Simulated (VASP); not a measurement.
# Ti (Fm-3m) in VASP: notebook, part 2 of 2

VASP 6.6.1. Earlier steps stand in the parts before.

## (3) Relaxation of cell and atoms, r2SCAN, target pressure 40 GPa, at which the enthalpy is minimised

Input file POSCAR:

```
Ti
1.0
    0.0000000000      2.0650000000      2.0650000000
    2.0650000000      0.0000000000      2.0650000000
    2.0650000000      2.0650000000      0.0000000000
Ti
1
Direct
    0.0000000000      0.0000000000      0.0000000000
```

Input file INCAR.step1:

```
SYSTEM = Ti
  PREC = Accurate
  ENCUT = 550
  ISMEAR = -1
  SIGMA = 0.1
  LREAL = .False.
  LASPH = .True.
  NELM = 120
  GGA = PE
  ALGO = Normal
  EDIFF = 1E-5
  LWAVE = .True.
  LCHARG = .False.
  GGA_COMPAT = .False.
  IBRION = 2
  ISIF = 3
  EDIFFG = -0.005
  NELMIN = 4
  NSW = 100
```

Input file INCAR.step2:

```
SYSTEM = Ti
  PREC = Accurate
  ENCUT = 550
  EDIFF = 1E-7
  ISMEAR = -1
  SIGMA = 0.1
  LREAL = .False.
  LASPH = .True.
  NELM = 120
  ALGO = Normal
  ISIF = 3
  LWAVE = .False.
  LCHARG = .False.
  METAGGA = R2SCAN
  LMIXTAU = .True.
  IBRION = 2
  NSW = 80
  EDIFFG = -0.02
  PSTRESS = 400.0
  ISTART = 1
  GGA_COMPAT = .False.
  NELMIN = 4
```

Input file KPOINTS:

```
regular mesh
0
Gamma
  19 19 19
  0 0 0
```

Potentials or basis: VASP PAW PBE potentials, release 64 (Ti_sv).

Command:

```console
$ cat potpaw_PBE.64/Ti_sv/POTCAR > POTCAR
$ cp INCAR.step1 INCAR
$ mpirun -np 1 vasp_std > vasp.out
$ cp INCAR.step2 INCAR
$ mpirun -np 1 vasp_std > vasp.out
```

OUTCAR:

```text
SYSTEM = Ti
   PREC = Accurate
   ENCUT = 550
   EDIFF = 1E-7
   ISMEAR = -1
   LREAL = .False.
   LASPH = .True.
   NELM = 120
   ISIF = 3
   METAGGA = R2SCAN
   IBRION = 2
   NSW = 80
   EDIFFG = -0.02
   PSTRESS = 400.0
   ISTART = 1
   NELMIN = 4

 ion  position               nearest neighbor table
   1  0.000  0.000  0.000-

  LATTYP: Found a face centered cubic cell.
 ALAT       =     4.1300000000

  Lattice vectors:

 A1 = (   0.0000000000,   2.0650000000,   2.0650000000)
 A2 = (   2.0650000000,   0.0000000000,   2.0650000000)
 A3 = (   2.0650000000,   2.0650000000,   0.0000000000)

Analysis of symmetry for initial positions (statically):
=====================================================================
 Subroutine PRICEL returns:
 Original cell was already a primitive cell.

 Routine SETGRP: Setting up the symmetry group for a
 face centered cubic supercell.

 Subroutine GETGRP returns: Found 48 space group operations
 (whereof 48 operations were pure point group operations)
 out of a pool of 48 trial point group operations.

The static configuration has the point symmetry O_h .

Analysis of symmetry for dynamics (positions and initial velocities):
=====================================================================
 Subroutine PRICEL returns:
 Original cell was already a primitive cell.

 Routine SETGRP: Setting up the symmetry group for a
 face centered cubic supercell.

 Subroutine GETGRP returns: Found 48 space group operations
 (whereof 48 operations were pure point group operations)
 out of a pool of 48 trial point group operations.

The dynamic configuration has the point symmetry O_h .

 Subroutine INISYM returns: Found 48 space group operations
 (whereof 48 operations are pure point group operations),
 and found     1 'primitive' translations

----------------------------------------------------------------------------------------

                                     Primitive cell

  volume of cell :      17.6112

[... 90 lines left out ...]
   IBRION =      2    ionic relax: 0-MD 1-quasi-New 2-CG
   NFREE  =      1    steps in history (QN), initial steepest desc. (CG)
   ISIF   =      3    stress and relaxation
   ISYM   =      2    0-nonsym 1-usesym 2-fastsym
   POTIM  = 0.5000    time-step for ionic-motion
   TEBEG  =    0.0;   TEEND  =   0.0 temperature during run
   PSTRESS=  400.0 pullay stress
   NELECT =      12.0000    total number of electrons
   NUPDOWN=      -1.0000    fix difference up-down
   EMIN   =  10.00;   EMAX   =-10.00  energy-range for DOS
   EFERMI =   0.00;   METHOD = LEGACY
   ISMEAR =    -1;   SIGMA  =   0.10  broadening in eV -4-tet -1-fermi 0-gaus
   EFERMI_NEDOS =   21; number of points for ismear=-14 and -15
   IALGO  =     38    algorithm
   IMIX   =      4    mixing-type and parameters
     AMIX     =   0.40;   BMIX     =  1.00
     AMIX_MAG =   1.60;   BMIX_MAG =  1.00
  volume/ion in A,a.u.               =      17.61       118.85
  Fermi-wavevector in a.u.,A,eV,Ry     =   1.440584  2.722309 28.235921  2.075282
  Thomas-Fermi vector in A             =   2.559312
   LORBIT       =      0    0 simple, 1 ext, 2 COOP (PROOUT), +10 PAW based schemes
   METAGGA = R2SCAN    functional components
   LHFCALC =     F    Hartree Fock is set to
   AEXX    =    0.0000 exact exchange contribution
   IVDW    =     0    specifies the selected vdW correction
   LEPSILON=     F    determine dielectric tensor
   LRPA    =     F    only Hartree local field effects (RPA)
 conjugate gradient relaxation of ions
 non-spin polarized calculation
  energy-cutoff  :      550.00
  volume of cell :       17.61
 maximum number of plane-waves:       534
   NGX = 11   NGY = 11   NGZ = 11

--------------------------------------- Ionic step        1  -------------------------------------------

 number of electron      12.0000000 magnetization

 Free energy of the ion-electron system (eV)
  ---------------------------------------------------
  ext. energy  EPLUGINS =         0.00000000
  ---------------------------------------------------
  free energy    TOTEN  =       -12.90511279 eV

  energy without entropy =      -12.85307188  energy(sigma->0) =      -12.87909234

 E-fermi :   8.0861     XC(G=0): -12.3412

 val. band max:        8.0816549433   @ k =  -0.3158   0.4211   0.1579
 cond. band min:       8.0875263318   @ k =  -0.1579   0.1579   0.0000
 fundamental gap:      0.0058713885
 Fermi energy:         8.0861476540

 k-point     1 :       0.0000    0.0000    0.0000
  band No.  band energies     occupation
      1     -50.9854      2.00000
      2     -25.8041      2.00000
      3     -25.8041      2.00000
      4     -25.8041      2.00000
      5       1.6438      2.00000
      6       9.0771      0.00010
      7       9.0771      0.00010
      8       9.0771      0.00010
      9      10.8506      0.00000
     10      10.8506      0.00000
[... 446 lines left out ...]
--------------------------------------- Ionic step        5  -------------------------------------------

 number of electron      11.9999999 magnetization

 Free energy of the ion-electron system (eV)
  ---------------------------------------------------
  ext. energy  EPLUGINS =         0.00000000
  ---------------------------------------------------
  free energy    TOTEN  =       -12.50418316 eV

  energy without entropy =      -12.46507214  energy(sigma->0) =      -12.48462765

 E-fermi :  11.0992     XC(G=0): -13.7019

 val. band max:       11.0970309437   @ k =  -0.3158   0.3158   0.0526
 cond. band min:      11.1038272616   @ k =  -0.2105   0.2632   0.0526
 fundamental gap:      0.0067963178
 Fermi energy:        11.0992178753

 k-point     1 :       0.0000    0.0000    0.0000
  band No.  band energies     occupation
      1     -47.5959      2.00000
      2     -21.9801      2.00000
      3     -21.9801      2.00000
      4     -21.9801      2.00000
      5       4.2241      2.00000
      6      12.2084      0.00003
      7      12.2084      0.00003
      8      12.2084      0.00003
      9      14.6352      0.00000
     10      14.6352      0.00000
[... 331 lines left out ...]
  energy  without entropy=      -12.4650721381  energy(sigma->0) =      -12.48462765

  enthalpy is  TOTEN    =        -9.0945112983 eV   P V=        3.4096718574

 reached required accuracy - stopping structural energy minimisation
```

OSZICAR.step1:

```text
N       E                     dE             d eps       ncg     rms          rms(c)
DAV:   1     0.781364589300E+02    0.78136E+02   -0.70677E+03  4410   0.150E+03
DAV:   2    -0.449190749429E+01   -0.82628E+02   -0.81208E+02  4550   0.318E+02
DAV:   3    -0.869393640660E+01   -0.42020E+01   -0.41552E+01  5966   0.752E+01
DAV:   4    -0.883697520554E+01   -0.14304E+00   -0.14270E+00  5120   0.115E+01
[... 63 lines left out ...]
DAV:   1    -0.780673168981E+01   -0.40603E-03   -0.92231E-03  4406   0.151E+00    0.176E-01
DAV:   2    -0.780630643850E+01    0.42525E-03   -0.16808E-03  4630   0.567E-01    0.346E-02
DAV:   3    -0.780630254179E+01    0.38967E-05   -0.12534E-04  5920   0.864E-02    0.120E-02
DAV:   4    -0.780631377240E+01   -0.11231E-04   -0.20143E-05  4318   0.274E-02    0.806E-03
DAV:   5    -0.780632354631E+01   -0.97739E-05   -0.21987E-05  4718   0.232E-02
   9 F= -.78063235E+01 E0= -.77779956E+01  d E =-.770915E-07
```

It took 18 min on 1 thread of AMD EPYC 7R13 (Zen 3), shared host; peak memory 0.17 GiB.

Results:

* Free energy: -12.5042 eV
* Relaxed volume: 13.66 Å³/atom
* Relaxed cell: a = 2.683 Å, b = 2.683 Å, c = 2.683 Å, α = 60.00°, β = 60.00°, γ = 60.00°
* Space group after relaxing (to 0.1 Å): Fm-3m (No. 225)
* Energy change on relaxing (the run minimises the enthalpy): +400.9 meV/atom
* Ionic steps: 5
* Pressure after relaxing: 40.0 GPa
* Band gap on the k mesh: zero (bands 6 and 7 overlap by 1.60 eV)

Step by step:
```tsv
step	energy change (eV)	largest force (eV/Å)	pressure (GPa)	volume (Å³)
1	0.0000	0.0000	-0.94	17.61
2	4.0898	0.0000	238.62	8.45
3	0.2810	0.0000	31.85	14.19
4	0.3753	0.0000	38.32	13.76
5	0.4009	0.0000	40.01	13.66
```

Final structure:
```
Ti
1.0
     0.00000    1.89719    1.89719
     1.89719    0.00000    1.89719
     1.89719    1.89719    0.00000
Ti
1
Direct
  0.00000 0.00000 0.00000
```

Caveat: the cell is relaxed towards a set pressure, so the run minimises the enthalpy, not the energy; the volume moved by over 15 % at a fixed basis, so the end points are rough; the PAW data sets were made with another functional, which shifts forces and pressure a little.
